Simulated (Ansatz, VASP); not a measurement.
## One calculation of GaS3, two programs

File INCAR:

```
  PREC = Accurate
  ENCUT = 520
  EDIFF = 1E-6
  ISMEAR = 0
  SIGMA = 0.1
  LREAL = F
  LASPH = T
  NELM = 60
  ALGO = Normal
  ISIF = 2
  LWAVE = F
  LCHARG = F
  GGA = PE
  NBANDS = 24
```

Contents of KPOINTS:

```
regular mesh
0
Gamma
  4 4 4
```

POSCAR

```
GaS3
1.0
    4.2718853251      0.0000000000      0.0000000000
    0.0000000000      4.2718853251      0.0000000000
    0.0000000000      0.0000000000      4.2279763063
Ga S
1 3
Direct
    0.0000000000      0.0000000000      0.0000000000
    0.0000000000      0.5000000000      0.5000000000
    0.5000000000      0.0000000000      0.5000000000
    0.5000000000      0.5000000000      0.0000000000
```

Input for Ansatz:

```yaml
crystal:
  lattice:
    - [4.2718853251, 0.0, 0.0]
    - [0.0, 4.2718853251, 0.0]
    - [0.0, 0.0, 4.2279763063]
  atoms:
    - { symbol: Ga, position: [0.0, 0.0, 0.0] }
    - { symbol: S, position: [0.0, 0.5, 0.5] }
    - { symbol: S, position: [0.5, 0.0, 0.5] }
    - { symbol: S, position: [0.5, 0.5, 0.0] }
basis:
  ecutwfc: 420
kpoints:
  mp_grid: { grid: [4, 4, 4] }
hamiltonian:
  xc: pbe
scf:
  occupations: { method: gaussian, width: 0.1 }
  lower_state_search: "off"
output:
  forces: true
  stress: true
  eigenvalues: true
```

Alike in both runs: task single point; functional PBE; k mesh 4 × 4 × 4; occupations gaussian, width 0.1 eV; no spin polarisation.

|  | VASP | Ansatz |
| --- | --- | --- |
| version | VASP 6.6.1 | Ansatz 0.2.0 |
| potentials or method | VASP PAW PBE potentials, release 64 (Ga_d, S), cutoff 520 eV | scalar-relativistic, plane waves, PAW |
| valence electrons in the cell | 31 | 31 |

|  | VASP | Ansatz | Ansatz less VASP |
| --- | --- | --- | --- |
| gap on the k mesh at the Fermi level (eV) | none | none | - |
| pressure (GPa) | -5.2 | -5.2 | +0.04 |
| traceless stress, the component that is largest in VASP (GPa) | -0.93 | -0.93 | +0.004 |

A gap of «none» marks a metal or a gap that the smearing closes. With one functional, cell and mesh, what is left measures potentials, basis and numerics.

The k mesh is coarse, so the values compare programs but aren't converged.
